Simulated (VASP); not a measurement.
Here is a VASP 6.6.1 calculation.

File POSCAR:

```
CdO
1.0
    0.0000000000      2.3530013662      2.3530013662
    2.3530013662      0.0000000000      2.3530013662
    2.3530013662      2.3530013662      0.0000000000
Cd O
1 1
Direct
    0.0000000000      0.0000000000      0.0000000000
    0.5000000000      0.5000000000      0.5000000000
```

Contents of INCAR.step1:

```
SYSTEM = CdO
ALGO     = Normal         ! electronic algorithm
EDIFF    = 1E-5           ! SCF threshold, eV
ENCUT    = 520            ! plane-wave cutoff, eV
GGA      = PE             ! functional
GGA_COMPAT= .False.      
ISIF     = 2              ! what is computed and relaxed
ISMEAR   = -1             ! smearing method
LASPH    = .True.         ! aspherical terms in the spheres
LCHARG   = .False.        ! write CHGCAR
LREAL    = .False.        ! projectors in reciprocal space
LWAVE    = .True.         ! write WAVECAR
NBANDS   = 16             ! bands
NELM     = 120            ! most SCF steps
PREC     = Accurate       ! precision mode
SIGMA    = 0.02           ! smearing width, eV
```

INCAR.step2

```
SYSTEM = CdO
ALGO     = Normal         ! electronic algorithm
EDIFF    = 1E-6           ! SCF threshold, eV
ENCUT    = 520            ! plane-wave cutoff, eV
GGA      = PE             ! functional
GGA_COMPAT= .False.      
HFSCREEN = 0.2079         ! screening, 1/A
ISIF     = 2              ! what is computed and relaxed
ISMEAR   = -1             ! smearing method
ISTART   = 1            
LASPH    = .True.         ! aspherical terms in the spheres
LCHARG   = .False.        ! write CHGCAR
LHFCALC  = .True.         ! exact exchange
LREAL    = .False.        ! projectors in reciprocal space
LWAVE    = .False.        ! write WAVECAR
NBANDS   = 16             ! bands
NELM     = 120            ! most SCF steps
PREC     = Accurate       ! precision mode
PRECFOCK = Normal       
SIGMA    = 0.02           ! smearing width, eV
```

The input KPOINTS:

```
k-points
0
Gamma
  6 6 6
  0 0 0
```

Potentials or basis: VASP PAW PBE potentials, release 64 (Cd, O).

Command:

```bash
$ cat potpaw_PBE.64/Cd/POTCAR potpaw_PBE.64/O/POTCAR > POTCAR
$ cp INCAR.step1 INCAR
$ mpirun -np 1 vasp_std > vasp.out
$ cp INCAR.step2 INCAR
$ mpirun -np 1 vasp_std > vasp.out
```

(1) What does it give for the pressure?

(2) Predict the band gap on the k mesh.

## Answers

(1) 1.6 GPa.

(2) 0.87 eV (least direct gap 2.21 eV).

Caveat: the PAW data sets were made with another functional, which shifts forces and pressure a little.
